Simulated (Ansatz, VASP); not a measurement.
## One calculation of Cd2S, two programs

```
CELL_PARAMETERS angstrom
3.96267 0.00000 0.00000
-1.98134 3.43177 0.00000
0.00000 0.00000 5.80919
ATOMIC_POSITIONS crystal
Cd 0.33333 0.66667 0.93272
Cd 0.66667 0.33333 0.57873
S 0.33333 0.66667 0.36571
```

Alike in both runs: functional PBEsol; k mesh 6 × 6 × 4; occupations fermi-dirac, width 0.05 eV; non-collinear spin, spin-orbit coupling.

|  | VASP | Ansatz |
| --- | --- | --- |
| version | VASP 6.6.1 | Ansatz 0.2.0 |
| potentials or method | VASP PAW PBE potentials, release 64 (Cd, S), cutoff 520 eV | all-electron LAPW, relativistic spinors |
| task | single point | band structure |

Ansatz gave:

| Quantity | Value |
| --- | --- |
| pressure (GPa) | -3.1 |
| traceless stress, the component that is largest in VASP (GPa) | -0.54 |
| rms of the force components (eV/Å) | 0.055 |
| net moment per atom (μB) | 0.00 |

Task: What did VASP give for the same quantities?

Result: Pressure (GPa): -2.9; traceless stress, the component that is largest in VASP (GPa): -0.47; rms of the force components (eV/Å): 0.047; net moment per atom (μB): 0.00.

VASP's potentials were made for PBE, not for PBEsol. Atom by atom the forces differ by 0.011 eV/Å (rms over components). Ansatz ran all-electron here, and VASP with PAW potentials.

Noted on Ansatz's run: the k mesh is thin for a metal, which can move the energy by tens of meV per atom.
